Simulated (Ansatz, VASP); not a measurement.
## SiO2: VASP beside Ansatz

```
Si O
1.0
    -2.36611    2.36611    3.73148
     2.36611   -2.36611    3.73148
     2.36611    2.36611   -3.73148
Si O
2 4
Direct
  0.00000 0.00000 0.00000
  0.75000 0.25000 0.50000
  0.99838 0.62500 0.87338
  0.37500 0.24838 0.37338
  0.75162 0.12500 0.12662
  0.87500 0.00162 0.62662
```

Change from the starting cell: volume scaled by 0.99, crystal datasets.

Alike in both runs: task electric field gradients; functional PBEsol; k mesh 7 × 7 × 7; occupations fermi-dirac, width 0.03 eV; no spin polarisation.

```csv
,VASP,Ansatz
version,VASP 6.6.1,Ansatz 0.2.0
potentials or method,"VASP PAW PBE potentials, release 64 (Si, O), cutoff 520 eV","all-electron PAW with datasets made for the crystal, scalar-relativistic"
```

Ansatz gave:

- gap on the k mesh at the Fermi level (eV): 6.05
- pressure (GPa): 2.8
- traceless stress, the component that is largest in VASP (GPa): -1.33
- rms of the force components (eV/Å): 0.056
- size of Vzz on the site where it differs most (V/Å²): 83.6

Problem. Estimate VASP's values.

Solution. gap on the k mesh at the Fermi level (eV): 6.04; pressure (GPa): 3.4; traceless stress, the component that is largest in VASP (GPa): -1.25; rms of the force components (eV/Å): 0.075; size of Vzz on the site where it differs most (V/Å²): 81.8.

VASP's potentials were made for PBE, not for PBEsol. Atom by atom the forces differ by 0.018 eV/Å (rms over components). Ansatz ran all-electron here, and VASP with PAW potentials.
